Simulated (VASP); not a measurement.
Crystal: Os.

```
Os
1.0
     2.74000    0.00000    0.00000
    -1.37000    2.37291    0.00000
     0.00000    0.00000    4.32646
Os
2
Cartesian
  0.0000 1.5819 3.2448
  1.3700 0.7910 1.0816
```

```yaml
Program: VASP 6.6.1
Task: relaxation of cell and atoms
Functional: PBE
Potentials_or_basis: VASP PAW PBE potentials, release 64 (Os)
Cutoff: 600 eV
k_mesh: 8 × 8 × 6
Occupations: gaussian, width 0.05 eV
Spin: no spin polarisation
```

At the start: pressure 6.2 GPa; volume 14.06 Å³/atom.

Q: How do energy, volume and symmetry change on relaxing?

A: Over 6 steps the energy falls by 4.3 meV/atom and the volume is 14.27 Å³/atom (+1.5 %); space group P6_3/mmc (No. 194, to 0.05 Å).

Step by step:
```csv
step,energy change (eV),largest force (eV/Å),pressure (GPa),volume (Å³)
1,0.0000,0.0000,6.16,28.13
2,0.1305,0.0000,-21.97,30.39
3,-0.0084,0.0000,-0.32,28.56
4,-0.0085,0.0000,-0.15,28.55
5,-0.0084,0.0000,0.18,28.52
6,-0.0086,0.0000,0.00,28.54
```

Final structure:
```
Os
1.0
     2.74882    0.00000    0.00000
    -1.37441    2.38055    0.00000
     0.00000    0.00000    4.36112
Os
2
Direct
  0.33333 0.66667 0.75000
  0.66667 0.33333 0.25000
```
